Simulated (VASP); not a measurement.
Here is a VASP 6.6.1 calculation.

File INCAR:

```
SYSTEM = Zn
ALGO = Normal
EDIFF = 1E-7
EDIFFG = -0.005
ENCUT = 600
IBRION = 2
ISIF = 3
ISMEAR = -1
LASPH = .TRUE.
LCHARG = .FALSE.
LREAL = .FALSE.
LWAVE = .FALSE.
NELM = 100
NSW = 32
PREC = Accurate
PSTRESS = -17.0
SIGMA = 0.1
```

The input KPOINTS:

```
k-points
0
G
  17 17 17
  0 0 0
```

POSCAR

```
Zn
1.0
    0.0000000000      1.9036393406      1.9036393406
    1.9036393406      0.0000000000      1.9036393406
    1.9036393406      1.9036393406      0.0000000000
Zn
1
Direct
    0.0000000000      0.0000000000      0.0000000000
```

Potentials or basis: VASP PAW LDA potentials, release 64 (Zn).

The run is started by

```bash
$ cat potpaw_LDA.64/Zn/POTCAR > POTCAR
$ mpirun -np 1 vasp_std > vasp.out
```

Problem. Predict the space group after relaxing (to 0.05 Å).

Solution. Fm-3m (No. 225).

Problem. Predict the relaxed cell.

Solution. a = 2.698 Å, b = 2.698 Å, c = 2.698 Å, α = 60.00°, β = 60.00°, γ = 60.00°.

Problem. Predict the band gap on the k mesh.

Solution. Zero (band 6 reaches 4.85 eV, above the bottom of band 7 at 2.35 eV).

Final structure:
```
Zn
1.0
     0.00000    1.90754    1.90754
     1.90754    0.00000    1.90754
     1.90754    1.90754    0.00000
Zn
1
Direct
  0.00000 0.00000 0.00000
```

Caveat: the cell is relaxed towards a set pressure, so the enthalpy falls and the energy may rise.
